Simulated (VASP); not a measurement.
# GaN (F-43m) in VASP: single point with r2SCAN+rVV10

Aim: the single point of GaN with r2SCAN+rVV10.

Everything below comes from runs of VASP 6.6.1. Logs are shortened: lines on timing, memory, paths and dates and some standing lists are left out, and cuts for length are marked.

## (1) The cell of the first run

Symmetry: F-43m, No. 216, cubic system. Conventional cell: a = 4.500 Å, b = 4.500 Å, c = 4.500 Å, α = 90.00°, β = 90.00°, γ = 90.00°. Within 2.6 Å of Ga (site symmetry -43m) lie 4 N at 1.95 Å. N (site symmetry -43m) has 4 Ga at 1.95 Å within 2.6 Å.

## (2) Single point, r2SCAN+rVV10

The input, POSCAR:

```
GaN
1.0
    0.0000000000      2.2500000000      2.2500000000
    2.2500000000      0.0000000000      2.2500000000
    2.2500000000      2.2500000000      0.0000000000
Ga N
1 1
Direct
    0.0000000000      0.0000000000      0.0000000000
    0.2500000000      0.2500000000      0.2500000000
```

The input, INCAR.step1:

```
PREC = Accurate
ENCUT = 1460
ISMEAR = 0
SIGMA = 0.1
LREAL = False
LASPH = True
NELM = 120
NBANDS = 16
GGA = PE
ALGO = Normal
EDIFF = 1E-5
LWAVE = True
LCHARG = False
GGA_COMPAT = False
```

The input, INCAR.step2:

```
PREC = Accurate
ENCUT = 1460
EDIFF = 1E-6
ISMEAR = 0
SIGMA = 0.1
LREAL = False
LASPH = True
NELM = 120
ALGO = Normal
ISIF = 2
LWAVE = False
LCHARG = False
METAGGA = R2SCAN
LMIXTAU = True
LUSE_VDW = True
IVDW_NL = 2
BPARAM = 11.95
CPARAM = 0.0093
NBANDS = 16
ISTART = 1
GGA_COMPAT = False
```

The input, KPOINTS:

```
regular mesh
0
Gamma
  8 8 8
```

Potentials or basis: VASP PAW PBE potentials, release 64 (Ga_d, N_h).

Launch:

```sh
$ cat potpaw_PBE.64/Ga_d/POTCAR potpaw_PBE.64/N_h/POTCAR > POTCAR
$ cp INCAR.step1 INCAR
$ mpirun -np 1 vasp_std > vasp.out
$ cp INCAR.step2 INCAR
$ mpirun -np 1 vasp_std > vasp.out
```

OUTCAR:

```text
PREC = Accurate
   ENCUT = 1460
   EDIFF = 1E-6
   ISMEAR = 0
   LREAL = False
   LASPH = True
   NELM = 120
   ISIF = 2
   METAGGA = R2SCAN
   IVDW_NL = 2
   BPARAM = 11.95
   ISTART = 1

 ion  position               nearest neighbor table
   1  0.000  0.000  0.000-   2 1.95   2 1.95   2 1.95   2 1.95
   2  0.250  0.250  0.250-   1 1.95   1 1.95   1 1.95   1 1.95

  LATTYP: Found a face centered cubic cell.
 ALAT       =     4.5000000000

  Lattice vectors:

 A1 = (   0.0000000000,   2.2500000000,   2.2500000000)
 A2 = (   2.2500000000,   0.0000000000,   2.2500000000)
 A3 = (   2.2500000000,   2.2500000000,   0.0000000000)

Analysis of symmetry for initial positions (statically):
=====================================================================
 Subroutine PRICEL returns:
 Original cell was already a primitive cell.

 Routine SETGRP: Setting up the symmetry group for a
 face centered cubic supercell.

 Subroutine GETGRP returns: Found 24 space group operations
 (whereof 24 operations were pure point group operations)
 out of a pool of 48 trial point group operations.

The static configuration has the point symmetry T_d .

Analysis of symmetry for dynamics (positions and initial velocities):
=====================================================================
 Subroutine PRICEL returns:
 Original cell was already a primitive cell.

 Routine SETGRP: Setting up the symmetry group for a
 face centered cubic supercell.

 Subroutine GETGRP returns: Found 24 space group operations
 (whereof 24 operations were pure point group operations)
 out of a pool of 48 trial point group operations.

The dynamic configuration has the point symmetry T_d .

 Subroutine INISYM returns: Found 24 space group operations
 (whereof 24 operations are pure point group operations),
 and found     1 'primitive' translations

----------------------------------------------------------------------------------------

                                     Primitive cell

  volume of cell :      22.7812

  direct lattice vectors                    reciprocal lattice vectors
     0.000000000  2.250000000  2.250000000    -0.222222222  0.222222222  0.222222222
     2.250000000  0.000000000  2.250000000     0.222222222 -0.222222222  0.222222222
     2.250000000  2.250000000  0.000000000     0.222222222  0.222222222 -0.222222222

  length of vectors
     3.181980515  3.181980515  3.181980515     0.384900179  0.384900179  0.384900179

[... 79 lines left out ...]
   NELM   =    120;   NELMIN=  2; NELMDL=  0     # of ELM steps
   EDIFF  = 0.1E-05   stopping-criterion for ELM
   LREAL  =      F    real-space projection
   EDIFFG = 0.1E-04   stopping-criterion for IOM
   NSW    =      0    number of steps for IOM
   IBRION =     -1    ionic relax: 0-MD 1-quasi-New 2-CG
   NFREE  =      0    steps in history (QN), initial steepest desc. (CG)
   ISIF   =      2    stress and relaxation
   ISYM   =      2    0-nonsym 1-usesym 2-fastsym
   POTIM  = 0.5000    time-step for ionic-motion
   TEBEG  =    0.0;   TEEND  =   0.0 temperature during run
   PSTRESS=    0.0 pullay stress
   NELECT =      18.0000    total number of electrons
   NUPDOWN=      -1.0000    fix difference up-down
   EMIN   =  10.00;   EMAX   =-10.00  energy-range for DOS
   EFERMI =   0.00;   METHOD = LEGACY
   ISMEAR =     0;   SIGMA  =   0.10  broadening in eV -4-tet -1-fermi 0-gaus
   EFERMI_NEDOS =   21; number of points for ismear=-14 and -15
   IALGO  =     38    algorithm
   IMIX   =      4    mixing-type and parameters
     AMIX     =   0.40;   BMIX     =  1.00
     AMIX_MAG =   1.60;   BMIX_MAG =  1.00
  volume/ion in A,a.u.               =      11.39        76.87
  Fermi-wavevector in a.u.,A,eV,Ry     =   1.513468  2.860039 31.165293  2.290584
  Thomas-Fermi vector in A             =   2.623255
   LORBIT       =      0    0 simple, 1 ext, 2 COOP (PROOUT), +10 PAW based schemes
   METAGGA = R2SCAN    functional components
   LHFCALC =     F    Hartree Fock is set to
   AEXX    =    0.0000 exact exchange contribution
   IVDW_NL    =     2    kernel type
   BPARAM     =11.9500
   IVDW    =     0    specifies the selected vdW correction
   LEPSILON=     F    determine dielectric tensor
   LRPA    =     F    only Hartree local field effects (RPA)
 non-spin polarized calculation
 Gauss-broadening in eV      SIGMA  =   0.10
  energy-cutoff  :     1460.00
  volume of cell :       22.78
 maximum number of plane-waves:      2900
   NGX = 19   NGY = 19   NGZ = 19

 number of electron      17.9999999 magnetization

 Free energy of the ion-electron system (eV)
  ---------------------------------------------------
  ext. energy  EPLUGINS =         0.00000000
  ---------------------------------------------------
  free energy    TOTEN  =       -21.39898490 eV

  energy without entropy =      -21.39898490  energy(sigma->0) =      -21.39898490

 E-fermi :   5.8004     XC(G=0): -12.7063

 val. band max:        5.3503316985   @ k =   0.0000   0.0000   0.0000
 cond. band min:       7.4645293360   @ k =   0.0000   0.0000   0.0000
 fundamental gap:      2.1141976375
 Fermi energy:         5.8003547306

 k-point     1 :       0.0000    0.0000    0.0000
  band No.  band energies     occupation
      1     -11.4307      2.00000
      2      -8.4634      2.00000
      3      -8.4634      2.00000
      4      -8.4634      2.00000
      5      -8.1063      2.00000
      6      -8.1063      2.00000
[... 433 lines left out ...]
      3      -8.2825      2.00000
      4      -8.1295      2.00000
      5      -8.0745      2.00000
      6      -6.6966      2.00000
[... 8 lines left out ...]
     15      25.0669      0.00000
     16      27.4372      0.00000

 [... further k-points ...]

------------------------ aborting loop because EDIFF is reached ----------------------------------------

  FORCE on cell =-STRESS in cart. coord.  units (eV):
  Direction    XX          YY          ZZ          XY          YZ          ZX
  --------------------------------------------------------------------------------------
  -------------------------------------------------------------------------------------
  Total       -0.0820809     -0.0820809     -0.0820809      0.0000000      0.0000000      0.0000000
  in kB       -5.7726492     -5.7726492     -5.7726492      0.0000000      0.0000000      0.0000000
  external PRESSURE =      -5.7726492 kB  Pullay stress =       0.0000000 kB

 VOLUME and BASIS-vectors are now :
 -----------------------------------------------------------------------------
  energy-cutoff  :     1460.00
  volume of cell :       22.78
      direct lattice vectors                 reciprocal lattice vectors
     0.000000000  2.250000000  2.250000000    -0.222222222  0.222222222  0.222222222
     2.250000000  0.000000000  2.250000000     0.222222222 -0.222222222  0.222222222
     2.250000000  2.250000000  0.000000000     0.222222222  0.222222222 -0.222222222

 POSITION                                       TOTAL-FORCE (eV/Angst)
 -----------------------------------------------------------------------------------
      0.00000      0.00000      0.00000         0.000000      0.000000     -0.000000
      1.12500      1.12500      1.12500        -0.000000     -0.000000      0.000000
 -----------------------------------------------------------------------------------
    total drift:                               -0.000000     -0.000000     -0.000000

  FREE ENERGIE OF THE ION-ELECTRON SYSTEM (eV)
  ---------------------------------------------------
  free  energy   TOTEN  =       -21.3989848982 eV

  energy  without entropy=      -21.3989848982  energy(sigma->0) =      -21.39898490
```

OUTCAR.step1:

```text
PREC = Accurate
   ENCUT = 1460
   ISMEAR = 0
   LREAL = False
   LASPH = True
[... 677 lines left out ...]
      0.00000      0.00000      0.00000         0.000000      0.000000     -0.000000
      1.12500      1.12500      1.12500        -0.000000     -0.000000      0.000000
 -----------------------------------------------------------------------------------
    total drift:                               -0.000000     -0.000000     -0.000000

  FREE ENERGIE OF THE ION-ELECTRON SYSTEM (eV)
  ---------------------------------------------------
  free  energy   TOTEN  =       -12.1484575657 eV

  energy  without entropy=      -12.1484575657  energy(sigma->0) =      -12.14845757
```

OSZICAR.step1:

```text
N       E                     dE             d eps       ncg     rms          rms(c)
DAV:   1     0.136274656733E+03    0.13627E+03   -0.15946E+04  1032   0.376E+03
DAV:   2     0.781083284149E+00   -0.13549E+03   -0.12367E+03  1032   0.531E+02
DAV:   3    -0.138609660344E+02   -0.14642E+02   -0.14402E+02  1056   0.110E+02
DAV:   4    -0.141470494906E+02   -0.28608E+00   -0.28588E+00  1160   0.161E+01
DAV:   5    -0.141505350717E+02   -0.34856E-02   -0.34855E-02  1168   0.170E+00    0.769E+00
DAV:   6    -0.121512634881E+02    0.19993E+01   -0.49903E+00  1360   0.397E+01    0.208E+00
DAV:   7    -0.121549309396E+02   -0.36675E-02   -0.28267E-01   960   0.617E+00    0.134E+00
DAV:   8    -0.121509001054E+02    0.40308E-02   -0.52876E-02  1120   0.323E+00    0.381E-01
DAV:   9    -0.121482633465E+02    0.26368E-02   -0.94797E-03  1376   0.239E+00    0.820E-02
DAV:  10    -0.121484842779E+02   -0.22093E-03   -0.94246E-04  1176   0.467E-01    0.360E-02
DAV:  11    -0.121484562554E+02    0.28023E-04   -0.15607E-04  1376   0.208E-01    0.805E-03
DAV:  12    -0.121484575657E+02   -0.13103E-05   -0.17681E-05  1016   0.626E-02
   1 F= -.12148458E+02 E0= -.12148458E+02  d E =-.842024E-13
```

It took 4.3 min on 1 thread of AMD EPYC 7R43 (Zen 3), shared host; peak memory 0.47 GiB.

Results:

```yaml
Free_energy: -21.3990 eV
Pressure: -0.6 GPa
Band_gap_on_the_k_mesh: 2.11 eV
```

Caveat: the PAW data sets were made with another functional, which shifts forces and pressure a little.
